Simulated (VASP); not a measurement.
# LiF (Fm-3m) in VASP: settings compared

LiF is run at these levels: revPBE, PBE, PBEsol+D4; tasks: single point, electric field gradients, dielectric tensor.

Program: VASP 6.6.1. These are calculated values, not measurements. Logs are shortened: lines on timing, memory, paths and dates and some standing lists are left out, and cuts for length are marked.

## 1. The cell of the first run

It takes space group Fm-3m (No. 225, cubic). The conventional cell has a = 4.028 Å, b = 4.028 Å, c = 4.028 Å, α = 90.00°, β = 90.00°, γ = 90.00°. F (site symmetry m-3m) has 6 Li at 2.01 Å within 2.7 Å. Li (site symmetry m-3m) has 6 F at 2.01 Å within 2.7 Å.

## 2. Single point, revPBE

The input, POSCAR:

```
LiF
1.0
    0.0000000000      2.0140000000      2.0140000000
    2.0140000000      0.0000000000      2.0140000000
    2.0140000000      2.0140000000      0.0000000000
F Li
1 1
Direct
    0.5000000000      0.5000000000      0.5000000000
    0.0000000000      0.0000000000      0.0000000000
```

The input, INCAR.step1:

```
SYSTEM = LiF
GGA = RE ; ISMEAR = 0
SIGMA = 0.03 ; LWAVE = .FALSE.
LCHARG = .TRUE. ; NBANDS = 21
PREC = Accurate ; LASPH = .TRUE.
LREAL = .FALSE. ; ALGO = Normal
EDIFF = 1E-6 ; NELM = 120
GGA_COMPAT = .FALSE. ; ENCUT = 800
EFERMI = MIDGAP
```

The input, KPOINTS.step1:

```
k-points
0
Gamma
  10 10 10
```

The input, INCAR.step2:

```
SYSTEM = LiF
GGA = RE ; ISMEAR = -5
LWAVE = .FALSE. ; LCHARG = .FALSE.
NBANDS = 21 ; PREC = Accurate
LASPH = .TRUE. ; LREAL = .FALSE.
ALGO = Normal ; EDIFF = 1E-6
NELM = 120 ; GGA_COMPAT = .FALSE.
ENCUT = 800 ; EFERMI = MIDGAP
NEDOS = 4001 ; LORBIT = 11
EMIN = -13.2355 ; EMAX = 11.7645
ICHARG = 11
```

The input, KPOINTS.step2:

```
Automatic mesh
0
Gamma
  34 34 34
  0 0 0
```

Potentials or basis: VASP PAW PBE potentials, release 64 (F, Li_sv).

On the command line:

```
$ cat potpaw_PBE.64/F/POTCAR potpaw_PBE.64/Li_sv/POTCAR > POTCAR
$ cp INCAR.step1 INCAR
$ cp KPOINTS.step1 KPOINTS
$ mpirun -np 1 vasp_std > vasp.out
$ cp INCAR.step2 INCAR
$ cp KPOINTS.step2 KPOINTS
$ mpirun -np 1 vasp_std > vasp.out
```

OUTCAR:

```text
SYSTEM = LiF
   GGA = RE
   ISMEAR = -5
   PREC = Accurate
   LASPH = .TRUE.
   LREAL = .FALSE.
   EDIFF = 1E-6
   NELM = 120
   ENCUT = 800
   EFERMI = MIDGAP
   LORBIT = 11
   EMIN = -13.2355
   ICHARG = 11

 ion  position               nearest neighbor table
   1  0.500  0.500  0.500-   2 2.01   2 2.01   2 2.01   2 2.01   2 2.01   2 2.01
   2  0.000  0.000  0.000-   1 2.01   1 2.01   1 2.01   1 2.01   1 2.01   1 2.01

  LATTYP: Found a face centered cubic cell.
 ALAT       =     4.0280000000

  Lattice vectors:

 A1 = (   0.0000000000,   2.0140000000,   2.0140000000)
 A2 = (   2.0140000000,   0.0000000000,   2.0140000000)
 A3 = (   2.0140000000,   2.0140000000,   0.0000000000)

Analysis of symmetry for initial positions (statically):
=====================================================================
 Subroutine PRICEL returns:
 Original cell was already a primitive cell.

 Routine SETGRP: Setting up the symmetry group for a
 face centered cubic supercell.

 Subroutine GETGRP returns: Found 48 space group operations
 (whereof 48 operations were pure point group operations)
 out of a pool of 48 trial point group operations.

The static configuration has the point symmetry O_h .

Analysis of symmetry for dynamics (positions and initial velocities):
=====================================================================
 Subroutine PRICEL returns:
 Original cell was already a primitive cell.

 Routine SETGRP: Setting up the symmetry group for a
 face centered cubic supercell.

 Subroutine GETGRP returns: Found 48 space group operations
 (whereof 48 operations were pure point group operations)
 out of a pool of 48 trial point group operations.

The dynamic configuration has the point symmetry O_h .

 Subroutine INISYM returns: Found 48 space group operations
 (whereof 48 operations are pure point group operations),
 and found     1 'primitive' translations

----------------------------------------------------------------------------------------

                                     Primitive cell

  volume of cell :      16.3384

  direct lattice vectors                    reciprocal lattice vectors
     0.000000000  2.014000000  2.014000000    -0.248262165  0.248262165  0.248262165
     2.014000000  0.000000000  2.014000000     0.248262165 -0.248262165  0.248262165
     2.014000000  2.014000000  0.000000000     0.248262165  0.248262165 -0.248262165

  length of vectors
     2.848226115  2.848226115  2.848226115     0.430002683  0.430002683  0.430002683

  position of ions in fractional coordinates (direct lattice)
[... 92 lines left out ...]
   SCALEE = 1.0000    scale energy and forces
   PSTRESS=    0.0 pullay stress
   NELECT =      10.0000    total number of electrons
   NUPDOWN=      -1.0000    fix difference up-down
   EMIN   = -13.24;   EMAX   = 11.76  energy-range for DOS
   EFERMI =   0.00;   METHOD = MIDGAP
   ISMEAR =    -5;   SIGMA  =   0.20  broadening in eV -4-tet -1-fermi 0-gaus
   EFERMI_NEDOS =   21; number of points for ismear=-14 and -15
   IALGO  =     38    algorithm
   IMIX   =      4    mixing-type and parameters
     AMIX     =   0.40;   BMIX     =  1.00
     AMIX_MAG =   1.60;   BMIX_MAG =  1.00
  volume/ion in A,a.u.               =       8.17        55.13
  Fermi-wavevector in a.u.,A,eV,Ry     =   1.389970  2.626662 26.286674  1.932016
  Thomas-Fermi vector in A             =   2.513950
   LORBIT       =     11    0 simple, 1 ext, 2 COOP (PROOUT), +10 PAW based schemes
   GGA     = RE    functional components
   LHFCALC =     F    Hartree Fock is set to
   AEXX    =    0.0000 exact exchange contribution
   IVDW    =     0    specifies the selected vdW correction
   LEPSILON=     F    determine dielectric tensor
   LRPA    =     F    only Hartree local field effects (RPA)

   CSHIFT  =0.1000    complex shift for real part using Kramers Kronig

   OMEGAMAX=  -1.0    maximum frequency
 non-spin polarized calculation
 Fermi weights with tetrahedron method with Bloechl corrections
  energy-cutoff  :      800.00
  volume of cell :       16.34
 maximum number of plane-waves:       873

 number of electron      10.0000002 magnetization

 Free energy of the ion-electron system (eV)
  ---------------------------------------------------
  ext. energy  EPLUGINS =         0.00000000
  ---------------------------------------------------
  free energy    TOTEN  =        -9.20500353 eV

  energy without entropy =       -9.20500353  energy(sigma->0) =       -9.20500353

 E-fermi :   3.7647     XC(G=0):  -9.6633

 val. band max:       -0.8708446997   @ k =  -0.0588   0.0588   0.0000
 cond. band min:       8.4001517081   @ k =   0.0000   0.0000   0.0000
 fundamental gap:      9.2709964078
 Fermi energy:         3.7646535042

 k-point     1 :       0.0000    0.0000    0.0000
  band No.  band energies     occupation
      1     -42.0031      2.00000
      2     -20.9259      2.00000
      3      -0.8715      2.00000
      4      -0.8715      2.00000
      5      -0.8715      2.00000
      6       8.4002      0.00000
[... 457 lines left out ...]
      4      -0.9627      2.00000
      5      -0.9192      2.00000
      6       9.1452      0.00000
[... 9 lines left out ...]
     16      41.1945      0.00000
     17      44.3651      0.00000

 [... further k-points ...]

 [bands above 17 left out]

------------------------ aborting loop because EDIFF is reached ----------------------------------------

  FORCE on cell =-STRESS in cart. coord.  units (eV):
  Direction    XX          YY          ZZ          XY          YZ          ZX
  --------------------------------------------------------------------------------------
  -------------------------------------------------------------------------------------
  Total        0.5410063      0.5410063      0.5410063      0.0000000     -0.0000000      0.0000000
  in kB       53.0523338     53.0523338     53.0523338      0.0000000     -0.0000000      0.0000000
  external PRESSURE =      53.0523338 kB  Pullay stress =       0.0000000 kB

 VOLUME and BASIS-vectors are now :
 -----------------------------------------------------------------------------
  energy-cutoff  :      800.00
  volume of cell :       16.34
      direct lattice vectors                 reciprocal lattice vectors
     0.000000000  2.014000000  2.014000000    -0.248262165  0.248262165  0.248262165
     2.014000000  0.000000000  2.014000000     0.248262165 -0.248262165  0.248262165
     2.014000000  2.014000000  0.000000000     0.248262165  0.248262165 -0.248262165

 POSITION                                       TOTAL-FORCE (eV/Angst)
 -----------------------------------------------------------------------------------
      2.01400      2.01400      2.01400        -0.000000      0.000000      0.000000
      0.00000      0.00000      0.00000         0.000000     -0.000000     -0.000000
 -----------------------------------------------------------------------------------
    total drift:                                0.000000      0.000000      0.000000

  FREE ENERGIE OF THE ION-ELECTRON SYSTEM (eV)
  ---------------------------------------------------
  free  energy   TOTEN  =        -9.2050035314 eV

  energy  without entropy=       -9.2050035314  energy(sigma->0) =       -9.20500353

 total charge

# of ion       s       p       d       tot
------------------------------------------
    1        1.728   4.428   0.000   6.156
    2        2.016   0.043   0.000   2.060
--------------------------------------------------
tot          3.744   4.472   0.000   8.216
```

Run time: 3.1 min. Hardware: 1 thread of AMD EPYC 9R45 (Zen 5), shared host; peak memory 0.55 GiB.

What came out:

| Quantity | Value |
| --- | --- |
| Band gap on the k mesh | 9.27 eV |
| Valence electrons inside the program's atomic spheres | F 6.16; Li 2.06 |

Caveat: the PAW data sets were made with another functional, which shifts forces and pressure a little.

## 3. Electric field gradients, PBE

The input, INCAR:

```
SYSTEM = LiF
ALGO = Normal
EDIFF = 1E-8
ENCUT = 650
GGA = PE
GGA_COMPAT = .FALSE.
ISIF = 2
ISMEAR = 0
LASPH = .TRUE.
LCHARG = .FALSE.
LEFG = .TRUE.
LREAL = .FALSE.
LWAVE = .FALSE.
NBANDS = 12
NELM = 120
PREC = Accurate
SIGMA = 0.05
```

The input, KPOINTS:

```
k-points
0
G
  11 11 11
  0 0 0
```

POSCAR is that of step 2.

Potentials or basis: VASP PAW PBE potentials, release 64 (F, Li_sv).

On the command line:

```
$ cat potpaw_PBE.64/F/POTCAR potpaw_PBE.64/Li_sv/POTCAR > POTCAR
$ mpirun -np 1 vasp_std > vasp.out
```

OUTCAR:

```text
SYSTEM = LiF
   EDIFF = 1E-8
   ENCUT = 650
   GGA = PE
   ISIF = 2
   ISMEAR = 0
   LASPH = .TRUE.
   LREAL = .FALSE.
   NELM = 120
   PREC = Accurate

 ion  position               nearest neighbor table
   1  0.500  0.500  0.500-   2 2.01   2 2.01   2 2.01   2 2.01   2 2.01   2 2.01
   2  0.000  0.000  0.000-   1 2.01   1 2.01   1 2.01   1 2.01   1 2.01   1 2.01

  LATTYP: Found a face centered cubic cell.
 ALAT       =     4.0280000000

  Lattice vectors:

 A1 = (   0.0000000000,   2.0140000000,   2.0140000000)
 A2 = (   2.0140000000,   0.0000000000,   2.0140000000)
 A3 = (   2.0140000000,   2.0140000000,   0.0000000000)

Analysis of symmetry for initial positions (statically):
=====================================================================
 Subroutine PRICEL returns:
 Original cell was already a primitive cell.

 Routine SETGRP: Setting up the symmetry group for a
 face centered cubic supercell.

 Subroutine GETGRP returns: Found 48 space group operations
 (whereof 48 operations were pure point group operations)
 out of a pool of 48 trial point group operations.

The static configuration has the point symmetry O_h .

Analysis of symmetry for dynamics (positions and initial velocities):
=====================================================================
 Subroutine PRICEL returns:
 Original cell was already a primitive cell.

 Routine SETGRP: Setting up the symmetry group for a
 face centered cubic supercell.

 Subroutine GETGRP returns: Found 48 space group operations
 (whereof 48 operations were pure point group operations)
 out of a pool of 48 trial point group operations.

The dynamic configuration has the point symmetry O_h .

 Subroutine INISYM returns: Found 48 space group operations
 (whereof 48 operations are pure point group operations),
 and found     1 'primitive' translations

----------------------------------------------------------------------------------------

                                     Primitive cell

  volume of cell :      16.3384

  direct lattice vectors                    reciprocal lattice vectors
     0.000000000  2.014000000  2.014000000    -0.248262165  0.248262165  0.248262165
     2.014000000  0.000000000  2.014000000     0.248262165 -0.248262165  0.248262165
     2.014000000  2.014000000  0.000000000     0.248262165  0.248262165 -0.248262165

  length of vectors
     2.848226115  2.848226115  2.848226115     0.430002683  0.430002683  0.430002683

  position of ions in fractional coordinates (direct lattice)
     0.500000000  0.500000000  0.500000000
     0.000000000  0.000000000  0.000000000

  ion indices of the primitive-cell ions
   primitive index   ion index
                 1           1
                 2           2

----------------------------------------------------------------------------------------

 KPOINTS: k-points

Automatic generation of k-mesh.
 Grid dimensions read from file:
[... 82 lines left out ...]
   IALGO  =     38    algorithm
   IMIX   =      4    mixing-type and parameters
     AMIX     =   0.40;   BMIX     =  1.00
     AMIX_MAG =   1.60;   BMIX_MAG =  1.00
  volume/ion in A,a.u.               =       8.17        55.13
  Fermi-wavevector in a.u.,A,eV,Ry     =   1.389970  2.626662 26.286674  1.932016
  Thomas-Fermi vector in A             =   2.513950
   LORBIT       =      0    0 simple, 1 ext, 2 COOP (PROOUT), +10 PAW based schemes
   GGA     = PE    functional components
   LHFCALC =     F    Hartree Fock is set to
   AEXX    =    0.0000 exact exchange contribution
   IVDW    =     0    specifies the selected vdW correction
   LEPSILON=     F    determine dielectric tensor
   LRPA    =     F    only Hartree local field effects (RPA)
 non-spin polarized calculation
 Gauss-broadening in eV      SIGMA  =   0.05
  energy-cutoff  :      650.00
  volume of cell :       16.34
 maximum number of plane-waves:       624
   NGX = 11   NGY = 11   NGZ = 11

 number of electron      10.0000000 magnetization

 number of electron       9.9999992 magnetization

 Free energy of the ion-electron system (eV)
  ---------------------------------------------------
  ext. energy  EPLUGINS =         0.00000000
  ---------------------------------------------------
  free energy    TOTEN  =        -9.64184135 eV

  energy without entropy =       -9.64184135  energy(sigma->0) =       -9.64184135

 E-fermi :  -0.6413     XC(G=0):  -9.9840

 val. band max:       -1.0255469637   @ k =   0.0000   0.0000   0.0000
 cond. band min:       8.0601237832   @ k =   0.0000   0.0000   0.0000
 fundamental gap:      9.0856707469
 Fermi energy:        -0.6413155822

 k-point     1 :       0.0000    0.0000    0.0000
  band No.  band energies     occupation
      1     -41.9363      2.00000
      2     -20.9987      2.00000
      3      -1.0255      2.00000
      4      -1.0255      2.00000
      5      -1.0255      2.00000
      6       8.0601      0.00000
      7      22.9448      0.00000
      8      22.9448      0.00000
      9      22.9448      0.00000
     10      23.3033      0.00000
     11      23.3033      0.00000
     12      23.3033      0.00000
[... 331 lines left out ...]
 k-point    24 :      -0.1818    0.1818    0.0000
  band No.  band energies     occupation
      1     -41.8978      2.00000
      2     -20.7085      2.00000
      3      -2.4825      2.00000
      4      -1.7395      2.00000
      5      -1.1005      2.00000
      6       9.9682      0.00000
      7      16.0820      0.00000
      8      18.9561      0.00000
      9      19.2445      0.00000
     10      25.7350      0.00000
     11      26.1487      0.00000
     12      29.0832      0.00000

 [... further k-points ...]

------------------------ aborting loop because EDIFF is reached ----------------------------------------

  FORCE on cell =-STRESS in cart. coord.  units (eV):
  Direction    XX          YY          ZZ          XY          YZ          ZX
  --------------------------------------------------------------------------------------
  -------------------------------------------------------------------------------------
  Total        0.1172635      0.1172635      0.1172635      0.0000000      0.0000000      0.0000000
  in kB       11.4991302     11.4991302     11.4991302      0.0000000      0.0000000      0.0000000
  external PRESSURE =      11.4991302 kB  Pullay stress =       0.0000000 kB

 VOLUME and BASIS-vectors are now :
 -----------------------------------------------------------------------------
  energy-cutoff  :      650.00
  volume of cell :       16.34
      direct lattice vectors                 reciprocal lattice vectors
     0.000000000  2.014000000  2.014000000    -0.248262165  0.248262165  0.248262165
     2.014000000  0.000000000  2.014000000     0.248262165 -0.248262165  0.248262165
     2.014000000  2.014000000  0.000000000     0.248262165  0.248262165 -0.248262165

 POSITION                                       TOTAL-FORCE (eV/Angst)
 -----------------------------------------------------------------------------------
      2.01400      2.01400      2.01400        -0.000000      0.000000      0.000000
      0.00000      0.00000      0.00000         0.000000      0.000000     -0.000000
 -----------------------------------------------------------------------------------
    total drift:                               -0.000000     -0.000000      0.000000

  FREE ENERGIE OF THE ION-ELECTRON SYSTEM (eV)
  ---------------------------------------------------
  free  energy   TOTEN  =        -9.6418413547 eV

  energy  without entropy=       -9.6418413547  energy(sigma->0) =       -9.64184135

 Electric field gradients (V/A^2)
---------------------------------------------------------------------
 ion       V_xx      V_yy      V_zz      V_xy      V_xz      V_yz
---------------------------------------------------------------------
   1      -0.000    -0.000    -0.000     0.000     0.000     0.000
   2      -0.000    -0.000     0.000    -0.001    -0.001    -0.001
---------------------------------------------------------------------

 Electric field gradients after diagonalization (V/A^2)
 (convention: |V_zz| > |V_xx| > |V_yy|)
----------------------------------------------------------------------
 ion       V_xx      V_yy      V_zz     asymmetry (V_yy - V_xx)/ V_zz
----------------------------------------------------------------------
   1      -0.000    -0.000     0.000       0.000
   2       0.001     0.001    -0.002       0.000
----------------------------------------------------------------------

           NMR quadrupolar parameters

 Cq : quadrupolar parameter    Cq=e*Q*V_zz/h
 eta: asymmetry parameters     (V_yy - V_xx)/ V_zz
 Q  : nuclear electric quadrupole moment in mb (millibarn)
----------------------------------------------------------------------
 ion       Cq(MHz)       eta       Q (mb)
----------------------------------------------------------------------
   1       0.000       0.000       1.000
   2      -0.000       0.000       1.000
----------------------------------------------------------------------
```

stdout:

```text
POSCAR found type information on POSCAR F Li
 POSCAR found :  2 types and       2 ions
 scaLAPACK will be used
 LDA part: xc-table for (Slater+PW92), standard interpolation
 POSCAR, INCAR and KPOINTS ok, starting setup
 FFT: planning ... GRIDC
 FFT: planning ... GRID_SOFT
 FFT: planning ... GRID
 WAVECAR not read
 entering main loop
ion   1

ion   2
```

Wall time 9.5 s (1 thread of Intel Xeon Platinum 8259CL at 2.50GHz (Skylake/Cascade Lake), shared host); peak memory 0.13 GiB.

Results:

```yaml
Free_energy: -9.6418 eV
Pressure: 1.1 GPa
Band_gap_on_the_k_mesh: 9.09 eV
Largest_electric_field_gradient_by_atom: zero within the noise of the run
```

Caveat: an odd mesh through Γ misses points on the zone boundary, where band edges can lie.

[end of part 1 of 2]
